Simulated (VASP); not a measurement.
Write the native input for VASP 6.6.1 that does the following.

```
Task                               : single point
Functional                         : HSE06
Potentials or basis                : VASP PAW PBE potentials, release 64 (Mg, O)
Cutoff                             : 520 eV
k mesh                             : 6 × 6 × 6
Occupations                        : fermi-dirac, width 0.05 eV
Spin                               : no spin polarisation
Dipole correction                  : no
Grid for exact exchange (PRECFOCK) : Normal
Further INCAR settings             : ALGO = Normal; EDIFF = 1e-06; NBANDS = 11
Screening parameter                : 0.2079 1/Å
```

The system is MgO.

```
CELL_PARAMETERS angstrom
2.89831 0.00000 0.00000
-1.44916 2.51001 0.00000
0.00000 0.00000 2.64346
ATOMIC_POSITIONS crystal
Mg 0.00000 0.00000 0.00000
O 0.33333 0.66667 0.50000
```

One way to write it, as run:

POSCAR

```
MgO
1.0
    2.8983130506      0.0000000000      0.0000000000
   -1.4491565253      2.5100127300      0.0000000000
    0.0000000000      0.0000000000      2.6434636685
Mg O
1 1
Direct
    0.0000000000      0.0000000000      0.0000000000
    0.3333333333      0.6666666667      0.5000000000
```

INCAR.step1

```
PREC = Accurate
ENCUT = 520
EDIFF = 1E-5
ISMEAR = -1
SIGMA = 0.05
LREAL = F
LASPH = T
NELM = 100
ALGO = Normal
ISIF = 2
LWAVE = T
LCHARG = F
NBANDS = 11
GGA = PE
```

INCAR.step2

```
PREC = Accurate
ENCUT = 520
EDIFF = 1E-6
ISMEAR = -1
SIGMA = 0.05
LREAL = F
LASPH = T
NELM = 100
ALGO = Normal
ISIF = 2
LWAVE = F
LCHARG = F
GGA = PE
LHFCALC = T
HFSCREEN = 0.2079
PRECFOCK = Normal
NBANDS = 11
ISTART = 1
```

KPOINTS

```
regular mesh
0
Gamma
  6 6 6
```

Potentials or basis: VASP PAW PBE potentials, release 64 (Mg, O).

Launch:

```sh
$ cat potpaw_PBE.64/Mg/POTCAR potpaw_PBE.64/O/POTCAR > POTCAR
$ cp INCAR.step1 INCAR
$ mpirun -np 1 vasp_std > vasp.out
$ cp INCAR.step2 INCAR
$ mpirun -np 1 vasp_std > vasp.out
```

It gave:

```yaml
Pressure: -0.1 GPa
Band_gap_on_the_k_mesh: 4.90 eV, indirect (least direct gap 5.34 eV)
```

Caveat: the PAW data sets were made with another functional, which shifts forces and pressure a little.

Wall time 10 min on 1 thread of Intel(R) Xeon(R) Platinum 8375C CPU @ 2.90GHz (Ice Lake), with other jobs on the host, peak memory 0.25 GiB.
